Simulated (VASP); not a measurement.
# K (a cell with a defect) in VASP: single point with PBEsol

Aim: the single point of K (a cell with a defect) with PBEsol.

Program: VASP 6.6.1. These are calculated values, not measurements. Logs are shortened: lines on timing, memory, paths and dates and some standing lists are left out, and cuts for length are marked.

## Step 1: The cell of the first run

The cell holds a defect, 23 atoms: a = 12.826 Å, b = 12.826 Å, c = 12.826 Å, α = 80.41°, β = 70.53°, γ = 60.00°.

## Step 2: Single point, PBEsol (atoms taken out, then relaxed in part)

File INCAR:

```
ALGO = Normal ; EDIFF = 1E-6
ENCUT = 400 ; GGA = PS
GGA_COMPAT = False ; ISIF = 2
ISMEAR = 0 ; LASPH = True
LCHARG = False ; LREAL = False
LWAVE = False ; NBANDS = 120
NELM = 120 ; PREC = Accurate
SIGMA = 0.1
```

File KPOINTS:

```
k-points
0
Gamma
  2 2 2
```

File POSCAR:

```
K
1.0
   -5.2360000000      5.2360000000    -10.4720000000
    5.2360000000     10.4720000000     -5.2360000000
    5.2360000000     -5.2360000000    -10.4720000000
K
23
Direct
    0.7059920495      0.3380159011      0.8750000000
    0.7285160387      0.0000000000      0.7629620123
    0.8750000000      0.0000000000      0.3750000000
    0.8307876835      0.3399711371      0.4930466969
    0.8166645537      0.6425350339      0.6286213048
    0.4971223491      0.0000000000      0.5405852470
    0.4591995876      0.3574649661      0.6286213048
    0.4123004739      0.6996378723      0.7562224888
    0.1137791796      0.0000000000      0.6036152000
    0.1119383462      0.3003621277      0.7562224888
    0.0440079505      0.6619840989      0.8750000000
    0.9333354463      0.3574649661      0.1213786952
    0.9192123165      0.6600288629      0.2569533031
    0.6362208204      0.0000000000      0.1463848000
    0.5792411795      0.3399711371      0.2569533031
    0.5313650152      0.6872699697      0.3750000000
    0.2528776509      0.0000000000      0.2094147530
    0.2186349848      0.3127300303      0.3750000000
    0.1707588205      0.6600288629      0.4930466969
    0.6380616538      0.6996378723     -0.0062224888
    0.3376995261      0.3003621277     -0.0062224888
    0.2908004124      0.6425350339      0.1213786952
    0.0214839613      0.0000000000     -0.0129620123
```

Potentials or basis: VASP PAW PBE potentials, release 64 (K_sv).

Launch:

```sh
> cat potpaw_PBE.64/K_sv/POTCAR > POTCAR
> mpirun -np 1 vasp_std > vasp.out
```

OUTCAR:

```text
EDIFF = 1E-6
   ENCUT = 400
   GGA = PS
   ISIF = 2
   ISMEAR = 0
   LASPH = True
   LREAL = False
   NELM = 120
   PREC = Accurate

 ion  position               nearest neighbor table
   1  0.706  0.338  0.875-
   2  0.729  0.000  0.763-
   3  0.875  0.000  0.375-
   4  0.831  0.340  0.493-
   5  0.817  0.643  0.629-
   6  0.497  0.000  0.541-
[... 15 lines left out ...]
  22  0.291  0.643  0.121-
  23  0.021  0.000  0.987-

  LATTYP: Found a base centered monoclinic cell.
 ALAT       =    12.8255282932
 B/A-ratio  =     1.7320508076
 C/A-ratio  =     1.0000000000
 COS(beta)  =    -0.3333333333

  Lattice vectors:

 A1 = (  10.4720000000,   5.2360000000,   5.2360000000)
 A2 = (  -5.2360000000, -10.4720000000,   5.2360000000)
 A3 = (   5.2360000000,  -5.2360000000, -10.4720000000)

Analysis of symmetry for initial positions (statically):
=====================================================================
 Subroutine PRICEL returns:
 Original cell was already a primitive cell.

 Routine SETGRP: Setting up the symmetry group for a
 base centered monoclinic supercell.

 Subroutine GETGRP returns: Found  4 space group operations
 (whereof  2 operations were pure point group operations)
 out of a pool of  4 trial point group operations.

The static configuration has the point symmetry C_1h.
 The point group associated with its full space group is C_2h.

Analysis of symmetry for dynamics (positions and initial velocities):
=====================================================================
 Subroutine PRICEL returns:
 Original cell was already a primitive cell.

 Routine SETGRP: Setting up the symmetry group for a
 base centered monoclinic supercell.

 Subroutine GETGRP returns: Found  4 space group operations
 (whereof  2 operations were pure point group operations)
 out of a pool of  4 trial point group operations.

The dynamic configuration has the point symmetry C_1h.
 The point group associated with its full space group is C_2h.

 Subroutine INISYM returns: Found  4 space group operations
 (whereof  2 operations are pure point group operations),
 and found     1 'primitive' translations

----------------------------------------------------------------------------------------

                                     Primitive cell

  volume of cell :    1722.5830

  direct lattice vectors                    reciprocal lattice vectors
    -5.236000000  5.236000000-10.472000000    -0.079577285  0.015915457 -0.047746371
     5.236000000 10.472000000 -5.236000000     0.063661828  0.063661828  0.000000000
     5.236000000 -5.236000000-10.472000000     0.047746371 -0.047746371 -0.047746371

  length of vectors
    12.825528293 12.825528293 12.825528293     0.094157114  0.090031421  0.082699141

  position of ions in fractional coordinates (direct lattice)
     0.705992049  0.338015901  0.875000000
     0.728516039  0.000000000  0.762962012
     0.875000000  0.000000000  0.375000000
     0.830787683  0.339971137  0.493046697
     0.816664554  0.642535034  0.628621305
     0.497122349  0.000000000  0.540585247
[... 15 lines left out ...]
     0.290800412  0.642535034  0.121378695
     0.021483961  0.000000000  0.987037988

  ion indices of the primitive-cell ions
   primitive index   ion index
                 1           1
                 2           2
                 3           3
                 4           4
                 5           5
                 6           6
[... 15 lines left out ...]
                22          22
                23          23

----------------------------------------------------------------------------------------

 KPOINTS: k-points

Automatic generation of k-mesh.
 Grid dimensions read from file:
 generate k-points for:    2    2    2

 Generating k-lattice:

  Cartesian coordinates                     Fractional coordinates (reciprocal lattice)
    -0.039788643  0.007957729 -0.023873186     0.500000000 -0.000000000  0.000000000
     0.031830914  0.031830914  0.000000000     0.000000000  0.500000000  0.000000000
     0.023873186 -0.023873186 -0.023873186     0.000000000  0.000000000  0.500000000

  Length of vectors
     0.047078557  0.045015711  0.041349570

  Shift w.r.t. Gamma in fractional coordinates (k-lattice)
     0.000000000  0.000000000  0.000000000

 Subroutine IBZKPT returns following result:
 ===========================================

 Found      6 irreducible k-points:

 Following reciprocal coordinates:
            Coordinates               Weight
  0.000000  0.000000  0.000000      1.000000
  0.500000  0.000000  0.000000      2.000000
  0.000000  0.500000  0.000000      1.000000
  0.000000  0.000000  0.500000      1.000000
  0.500000 -0.000000  0.500000      2.000000
  0.000000  0.500000  0.500000      1.000000
   k-points           NKPTS =      6   k-points in BZ     NKDIM =      6   number of bands    NBANDS=    120
   number of dos      NEDOS =    301   number of ions     NIONS =     23
   total plane-waves  NPLWV = 592704
   dimension x,y,z NGX =    84 NGY =   84 NGZ =   84
   dimension x,y,z NGXF=   168 NGYF=  168 NGZF=  168
   ions per type =              23
   NGX,Y,Z   is equivalent  to a cutoff of  10.89, 10.89, 10.89 a.u.
   NGXF,Y,Z  is equivalent  to a cutoff of  21.78, 21.78, 21.78 a.u.
 SYSTEM =  unknown system
   PREC   = accura    normal or accurate (medium, high low for compatibility)
   ISTART =      0    job   : 0-new  1-cont  2-samecut
   ICHARG =      2    charge: 1-file 2-atom 10-const
   ISPIN  =      1    spin polarized calculation?
   LNONCOLLINEAR =      F non collinear calculations
   LSORBIT =      F    spin-orbit coupling
   LASPH  =      T    aspherical Exc in radial PAW
   ENCUT  =  400.0 eV  29.40 Ry    5.42 a.u.  20.92 20.92 20.92*2*pi/ulx,y,z
   NELM   =    120;   NELMIN=  2; NELMDL= -5     # of ELM steps
   EDIFF  = 0.1E-05   stopping-criterion for ELM
   LREAL  =      F    real-space projection
   EDIFFG = 0.1E-04   stopping-criterion for IOM
   NSW    =      0    number of steps for IOM
   IBRION =     -1    ionic relax: 0-MD 1-quasi-New 2-CG
   NFREE  =      0    steps in history (QN), initial steepest desc. (CG)
   ISIF   =      2    stress and relaxation
   ISYM   =      2    0-nonsym 1-usesym 2-fastsym
   POTIM  = 0.5000    time-step for ionic-motion
   TEBEG  =    0.0;   TEEND  =   0.0 temperature during run
   PSTRESS=    0.0 pullay stress
   NELECT =     207.0000    total number of electrons
   NUPDOWN=      -1.0000    fix difference up-down
   EMIN   =  10.00;   EMAX   =-10.00  energy-range for DOS
   EFERMI =   0.00;   METHOD = LEGACY
   ISMEAR =     0;   SIGMA  =   0.10  broadening in eV -4-tet -1-fermi 0-gaus
   EFERMI_NEDOS =   21; number of points for ismear=-14 and -15
   IALGO  =     38    algorithm
   IMIX   =      4    mixing-type and parameters
     AMIX     =   0.40;   BMIX     =  1.00
     AMIX_MAG =   1.60;   BMIX_MAG =  1.00
  volume/ion in A,a.u.               =      74.89       505.42
  Fermi-wavevector in a.u.,A,eV,Ry     =   0.807864  1.526641  8.879763  0.652644
  Thomas-Fermi vector in A             =   1.916563
   LORBIT       =      0    0 simple, 1 ext, 2 COOP (PROOUT), +10 PAW based schemes
   GGA     = PS    functional components
   LHFCALC =     F    Hartree Fock is set to
   AEXX    =    0.0000 exact exchange contribution
   IVDW    =     0    specifies the selected vdW correction
   LEPSILON=     F    determine dielectric tensor
   LRPA    =     F    only Hartree local field effects (RPA)
 non-spin polarized calculation
 Gauss-broadening in eV      SIGMA  =   0.10
  energy-cutoff  :      400.00
  volume of cell :     1722.58
 maximum number of plane-waves:     31300
 NGX is ok and might be reduce to    84
   NGX = 41   NGY = 41   NGZ = 41

 number of electron     207.0000008 magnetization

 Free energy of the ion-electron system (eV)
  ---------------------------------------------------
  ext. energy  EPLUGINS =         0.00000000
  ---------------------------------------------------
  free energy    TOTEN  =       -25.66149097 eV

  energy without entropy =      -25.50210316  energy(sigma->0) =      -25.58179707

 E-fermi :  -0.0956     XC(G=0):  -5.6447

 val. band max:       -0.1053796819   @ k =   0.5000  -0.0000   0.5000
 cond. band min:      -0.0888541315   @ k =   0.0000   0.5000   0.5000
 fundamental gap:      0.0165255504
 Fermi energy:        -0.0956222692

 k-point     1 :       0.0000    0.0000    0.0000
  band No.  band energies     occupation
      1     -32.2388      2.00000
      2     -32.2387      2.00000
      3     -32.2293      2.00000
      4     -32.2291      2.00000
      5     -32.2214      2.00000
      6     -32.2207      2.00000
[... 107 lines left out ...]
    114       1.0999      0.00000
    115       1.1023      0.00000

 k-point     2 :       0.5000    0.0000    0.0000
  band No.  band energies     occupation
      1     -32.2388      2.00000
      2     -32.2387      2.00000
      3     -32.2293      2.00000
      4     -32.2291      2.00000
      5     -32.2211      2.00000
      6     -32.2211      2.00000
[... 107 lines left out ...]
    114       0.6503      0.00000
    115       0.6590      0.00000

 k-point     3 :       0.0000    0.5000    0.0000
  band No.  band energies     occupation
      1     -32.2388      2.00000
      2     -32.2387      2.00000
      3     -32.2293      2.00000
      4     -32.2291      2.00000
      5     -32.2213      2.00000
      6     -32.2208      2.00000
[... 107 lines left out ...]
    114       0.5381      0.00000
    115       1.0685      0.00000

 k-point     4 :       0.0000    0.0000    0.5000
  band No.  band energies     occupation
      1     -32.2388      2.00000
      2     -32.2387      2.00000
      3     -32.2292      2.00000
      4     -32.2292      2.00000
      5     -32.2213      2.00000
      6     -32.2207      2.00000
[... 107 lines left out ...]
    114       1.0339      0.00000
    115       1.0427      0.00000

 k-point     5 :       0.5000   -0.0000    0.5000
  band No.  band energies     occupation
      1     -32.2388      2.00000
      2     -32.2387      2.00000
      3     -32.2293      2.00000
      4     -32.2292      2.00000
      5     -32.2211      2.00000
      6     -32.2211      2.00000
[... 107 lines left out ...]
    114       0.7524      0.00000
    115       0.7615      0.00000

 k-point     6 :       0.0000    0.5000    0.5000
  band No.  band energies     occupation
      1     -32.2388      2.00000
      2     -32.2387      2.00000
      3     -32.2292      2.00000
      4     -32.2292      2.00000
      5     -32.2212      2.00000
      6     -32.2208      2.00000
[... 107 lines left out ...]
    114       0.5080      0.00000
    115       0.5608      0.00000
 [bands above 115 left out]

------------------------ aborting loop because EDIFF is reached ----------------------------------------

  FORCE on cell =-STRESS in cart. coord.  units (eV):
  Direction    XX          YY          ZZ          XY          YZ          ZX
  --------------------------------------------------------------------------------------
  -------------------------------------------------------------------------------------
  Total       -1.2591177     -1.2591177     -1.3975931     -0.8060471     -0.2770836      0.2770838
  in kB       -1.1711075     -1.1711075     -1.2999037     -0.7497058     -0.2577159      0.2577161
  external PRESSURE =      -1.2140396 kB  Pullay stress =       0.0000000 kB

 VOLUME and BASIS-vectors are now :
 -----------------------------------------------------------------------------
  energy-cutoff  :      400.00
  volume of cell :     1722.58
      direct lattice vectors                 reciprocal lattice vectors
    -5.236000000  5.236000000-10.472000000    -0.079577285  0.015915457 -0.047746371
     5.236000000 10.472000000 -5.236000000     0.063661828  0.063661828  0.000000000
     5.236000000 -5.236000000-10.472000000     0.047746371 -0.047746371 -0.047746371

 POSITION                                       TOTAL-FORCE (eV/Angst)
 -----------------------------------------------------------------------------------
      2.65478      2.65478    -18.32600         0.001865      0.001865     -0.000000
      0.18036     -0.18036    -15.61876        -0.002121      0.002121     -0.004619
     -2.61800      2.61800    -13.09000         0.000000     -0.000000     -0.000000
      0.01168      5.32859    -15.64328        -0.000733     -0.001002     -0.000504
      2.37972      7.71322    -18.49935         0.001592     -0.001666     -0.001183
      0.22757     -0.22757    -10.86687        -0.000111      0.000111      0.001132
[... 15 lines left out ...]
      2.47722      7.61572     -7.68065        -0.001666      0.001592      0.001183
      5.05564     -5.05564    -10.56124         0.002121     -0.002121      0.004619
 -----------------------------------------------------------------------------------
    total drift:                               -0.000000      0.000000     -0.000000

  FREE ENERGIE OF THE ION-ELECTRON SYSTEM (eV)
  ---------------------------------------------------
  free  energy   TOTEN  =       -25.6614909724 eV

  energy  without entropy=      -25.5021031617  energy(sigma->0) =      -25.58179707
```

Wall time 18 min (1 thread of Intel Xeon 6975P-C (Granite Rapids), shared host); peak memory 1.2 GiB.

What came out:

| Quantity | Value |
| --- | --- |
| Free energy | -25.6615 eV |
| Pressure | -0.1 GPa |
| Largest force | 0.006 eV/Å |
| Band gap on the k mesh | zero (an odd number of electrons rules out a gap without spin polarisation) |

Forces on the atoms (eV/Å):
```
K    0.002  0.002  0.000
K   -0.002  0.002 -0.005
K    0.000  0.000  0.000
K   -0.001 -0.001 -0.001
K    0.002 -0.002 -0.001
K    0.000  0.000  0.001
K    0.002 -0.002 -0.001
K    0.000  0.002  0.002
K   -0.003  0.003 -0.002
K   -0.002  0.000  0.002
K   -0.002 -0.002  0.000
K   -0.002  0.002  0.001
K    0.001  0.001  0.001
K    0.003 -0.003  0.002
K   -0.001 -0.001  0.001
K    0.003  0.003  0.000
K    0.000  0.000 -0.001
K   -0.003 -0.003  0.000
K    0.001  0.001 -0.001
K    0.002  0.000 -0.002
K    0.000 -0.002 -0.002
K   -0.002  0.002  0.001
K    0.002 -0.002  0.005
```

Levels at points of the mesh, in eV from the Fermi level:
```csv
k point,band 101,band 102,band 103,band 104,band 105,band 106
"(0.00, 0.00, 0.00)",-0.73,-0.50,-0.48,-0.45,-0.37,0.06
"(0.50, 0.00, 0.00)",-0.46,-0.39,-0.02,0.02,0.13,0.15
"(0.00, 0.50, 0.00)",-0.77,-0.68,0.06,0.06,0.07,0.11
"(0.00, 0.00, 0.50)",-0.66,-0.57,-0.25,-0.23,-0.20,-0.15
"(0.50, 0.00, 0.50)",-0.04,-0.03,-0.03,-0.01,0.08,0.09
"(0.00, 0.50, 0.50)",-0.03,0.01,0.01,0.02,0.13,0.15
```

Caveat: the cell differs from its parent crystal (atoms taken out, then relaxed in part); the PAW data sets were made with another functional, which shifts forces and pressure a little.
